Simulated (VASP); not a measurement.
# RbBr (Pm-3m) in VASP: single point with r2SCAN

Aim: the single point of RbBr with r2SCAN.

All numbers are computed with VASP 6.6.1; they aren't measurements. Logs are shortened: lines on timing, memory, paths and dates and some standing lists are left out, and cuts for length are marked.

## 1. The cell of the first run

Symmetry: Pm-3m, No. 221, cubic system. The conventional cell has a = 4.318 Å, b = 4.318 Å, c = 4.318 Å, α = 90.00°, β = 90.00°, γ = 90.00°. Within 4.9 Å of Rb (site symmetry m-3m) lie 8 Br at 3.74 Å and 6 Rb at 4.32 Å. Br (site symmetry m-3m) has 8 Rb at 3.74 Å and 6 Br at 4.32 Å within 4.9 Å.

## 2. Single point, r2SCAN

POSCAR reads:

```
RbBr
1.0
   -1.4394597995      2.8789195990      2.8789195990
    2.8789195990     -1.4394597995      2.8789195990
    2.8789195990      2.8789195990     -1.4394597995
Rb Br
1 1
Direct
    0.0000000000      0.0000000000      0.0000000000
    0.5000000000      0.5000000000      0.5000000000
```

INCAR.step1 reads:

```
PREC = Accurate
ENCUT = 520
ISMEAR = 0
SIGMA = 0.05
LREAL = False
LASPH = True
NELM = 100
NBANDS = 15
GGA = PE
ALGO = Normal
EDIFF = 1E-4
LWAVE = True
LCHARG = False
```

INCAR.step2 reads:

```
PREC = Accurate
ENCUT = 520
EDIFF = 1E-7
ISMEAR = 0
SIGMA = 0.05
LREAL = False
LASPH = True
NELM = 100
ALGO = Normal
ISIF = 2
LWAVE = False
LCHARG = False
METAGGA = R2SCAN
LMIXTAU = True
NBANDS = 15
ISTART = 1
```

KPOINTS reads:

```
Automatic mesh
0
Gamma
  6 6 6
```

Potentials or basis: VASP PAW PBE potentials, release 64 (Rb_sv, Br).

Run with:

```console
cat potpaw_PBE.64/Rb_sv/POTCAR potpaw_PBE.64/Br/POTCAR > POTCAR
cp INCAR.step1 INCAR
mpirun -np 1 vasp_std > vasp.out
cp INCAR.step2 INCAR
mpirun -np 1 vasp_std > vasp.out
```

OUTCAR:

```text
PREC = Accurate
   ENCUT = 520
   EDIFF = 1E-7
   ISMEAR = 0
   LREAL = False
   LASPH = True
   NELM = 100
   ISIF = 2
   METAGGA = R2SCAN
   ISTART = 1

 ion  position               nearest neighbor table
   1  0.000  0.000  0.000-   2 3.74   2 3.74   2 3.74   2 3.74   2 3.74   2 3.74   2 3.74   2 3.74

   2  0.500  0.500  0.500-   1 3.74   1 3.74   1 3.74   1 3.74   1 3.74   1 3.74   1 3.74   1 3.74

  LATTYP: Found a simple cubic cell.
 ALAT       =     4.3183793985

  Lattice vectors:

 A1 = (  -1.4394597995,   2.8789195990,   2.8789195990)
 A2 = (   2.8789195990,  -1.4394597995,   2.8789195990)
 A3 = (   2.8789195990,   2.8789195990,  -1.4394597995)

Analysis of symmetry for initial positions (statically):
=====================================================================
 Subroutine PRICEL returns:
 Original cell was already a primitive cell.

 Routine SETGRP: Setting up the symmetry group for a
 simple cubic supercell.

 Subroutine GETGRP returns: Found 48 space group operations
 (whereof 48 operations were pure point group operations)
 out of a pool of 48 trial point group operations.

The static configuration has the point symmetry O_h .

Analysis of symmetry for dynamics (positions and initial velocities):
=====================================================================
 Subroutine PRICEL returns:
 Original cell was already a primitive cell.

 Routine SETGRP: Setting up the symmetry group for a
 simple cubic supercell.

 Subroutine GETGRP returns: Found 48 space group operations
 (whereof 48 operations were pure point group operations)
 out of a pool of 48 trial point group operations.

The dynamic configuration has the point symmetry O_h .

 Subroutine INISYM returns: Found 48 space group operations
 (whereof 48 operations are pure point group operations),
 and found     1 'primitive' translations

----------------------------------------------------------------------------------------

                                     Primitive cell

  volume of cell :      80.5309

  direct lattice vectors                    reciprocal lattice vectors
    -1.439459800  2.878919599  2.878919599    -0.077189451  0.154378901  0.154378901
     2.878919599 -1.439459800  2.878919599     0.154378901 -0.077189451  0.154378901
     2.878919599  2.878919599 -1.439459800     0.154378901  0.154378901 -0.077189451

  length of vectors
[... 84 lines left out ...]
   ISYM   =      2    0-nonsym 1-usesym 2-fastsym
   POTIM  = 0.5000    time-step for ionic-motion
   TEBEG  =    0.0;   TEEND  =   0.0 temperature during run
   PSTRESS=    0.0 pullay stress
   NELECT =      16.0000    total number of electrons
   NUPDOWN=      -1.0000    fix difference up-down
   EMIN   =  10.00;   EMAX   =-10.00  energy-range for DOS
   EFERMI =   0.00;   METHOD = LEGACY
   ISMEAR =     0;   SIGMA  =   0.05  broadening in eV -4-tet -1-fermi 0-gaus
   EFERMI_NEDOS =   21; number of points for ismear=-14 and -15
   IALGO  =     38    algorithm
   IMIX   =      4    mixing-type and parameters
     AMIX     =   0.40;   BMIX     =  1.00
     AMIX_MAG =   1.60;   BMIX_MAG =  1.00
  volume/ion in A,a.u.               =      40.27       271.72
  Fermi-wavevector in a.u.,A,eV,Ry     =   0.955273  1.805204 12.415941  0.912546
  Thomas-Fermi vector in A             =   2.084095
   LORBIT       =      0    0 simple, 1 ext, 2 COOP (PROOUT), +10 PAW based schemes
   METAGGA = R2SCAN    functional components
   LHFCALC =     F    Hartree Fock is set to
   AEXX    =    0.0000 exact exchange contribution
   IVDW    =     0    specifies the selected vdW correction
   LEPSILON=     F    determine dielectric tensor
   LRPA    =     F    only Hartree local field effects (RPA)
 non-spin polarized calculation
 Gauss-broadening in eV      SIGMA  =   0.05
  energy-cutoff  :      520.00
  volume of cell :       80.53
 maximum number of plane-waves:      2192
   NGX = 17   NGY = 17   NGZ = 17

 number of electron      15.9999996 magnetization

 Free energy of the ion-electron system (eV)
  ---------------------------------------------------
  ext. energy  EPLUGINS =         0.00000000
  ---------------------------------------------------
  free energy    TOTEN  =       -31.05159525 eV

  energy without entropy =      -31.05159525  energy(sigma->0) =      -31.05159525

 E-fermi :  -1.3976     XC(G=0):  -7.7166

 val. band max:       -1.6437546385   @ k =   0.5000   0.5000   0.0000
 cond. band min:       2.7289625750   @ k =   0.0000   0.0000   0.0000
 fundamental gap:      4.3727172135
 Fermi energy:        -1.3976227747

 k-point     1 :       0.0000    0.0000    0.0000
  band No.  band energies     occupation
      1     -27.7593      2.00000
      2     -14.4940      2.00000
      3     -11.2151      2.00000
      4     -11.2151      2.00000
      5     -11.2151      2.00000
      6      -1.7872      2.00000
      7      -1.7872      2.00000
      8      -1.7872      2.00000
      9       2.7290      0.00000
     10       4.5880      0.00000
     11       4.5880      0.00000
     12       8.7020      0.00000
     13       8.7020      0.00000
     14       8.7020      0.00000
[... 329 lines left out ...]
      2     -14.2842      2.00000
      3     -11.3642      2.00000
      4     -11.3642      2.00000
      5     -11.3642      2.00000
      6      -2.6853      2.00000
      7      -2.6853      2.00000
      8      -2.6853      2.00000
      9       6.7518      0.00000
     10       6.7518      0.00000
     11       6.7518      0.00000
     12       7.8637      0.00000
     13       7.8637      0.00000
     14       7.8637      0.00000
     15      10.5260      0.00000

------------------------ aborting loop because EDIFF is reached ----------------------------------------

  FORCE on cell =-STRESS in cart. coord.  units (eV):
  Direction    XX          YY          ZZ          XY          YZ          ZX
  --------------------------------------------------------------------------------------
  -------------------------------------------------------------------------------------
  Total       -0.8246469     -0.8246469     -0.8246469      0.0000000      0.0000000      0.0000000
  in kB      -16.4065117    -16.4065117    -16.4065117      0.0000000      0.0000000      0.0000000
  external PRESSURE =     -16.4065117 kB  Pullay stress =       0.0000000 kB

 VOLUME and BASIS-vectors are now :
 -----------------------------------------------------------------------------
  energy-cutoff  :      520.00
  volume of cell :       80.53
      direct lattice vectors                 reciprocal lattice vectors
    -1.439459800  2.878919599  2.878919599    -0.077189451  0.154378901  0.154378901
     2.878919599 -1.439459800  2.878919599     0.154378901 -0.077189451  0.154378901
     2.878919599  2.878919599 -1.439459800     0.154378901  0.154378901 -0.077189451

 POSITION                                       TOTAL-FORCE (eV/Angst)
 -----------------------------------------------------------------------------------
      0.00000      0.00000      0.00000        -0.000000     -0.000000      0.000000
      2.15919      2.15919      2.15919         0.000000      0.000000     -0.000000
 -----------------------------------------------------------------------------------
    total drift:                               -0.000000     -0.000000      0.000000

  FREE ENERGIE OF THE ION-ELECTRON SYSTEM (eV)
  ---------------------------------------------------
  free  energy   TOTEN  =       -31.0515952490 eV

  energy  without entropy=      -31.0515952490  energy(sigma->0) =      -31.05159525
```

It took 3.1 min on 1 thread of AMD EPYC, shared host; peak memory 0.16 GiB.

Results:

```
Free energy            : -31.0516 eV
Pressure               : -1.6 GPa
Band gap on the k mesh : 4.37 eV, indirect (least direct gap 4.52 eV)
```

Levels at points of the mesh, in eV from the valence-band top:
```csv
k point,band 6,band 7,band 8,band 9,band 10,band 11
"(0.00, 0.00, 0.00)",-0.14,-0.14,-0.14,4.37,6.23,6.23
"(0.50, 0.00, 0.00)",-1.37,-0.17,-0.17,7.17,7.39,7.63
"(0.50, 0.50, 0.00)",-0.90,-0.90,0.00,5.85,6.77,8.55
"(0.50, 0.50, 0.50)",-1.04,-1.04,-1.04,8.40,8.40,8.40
```

Caveat: the PAW data sets were made with another functional, which shifts forces and pressure a little. A k mesh can miss the band edges.
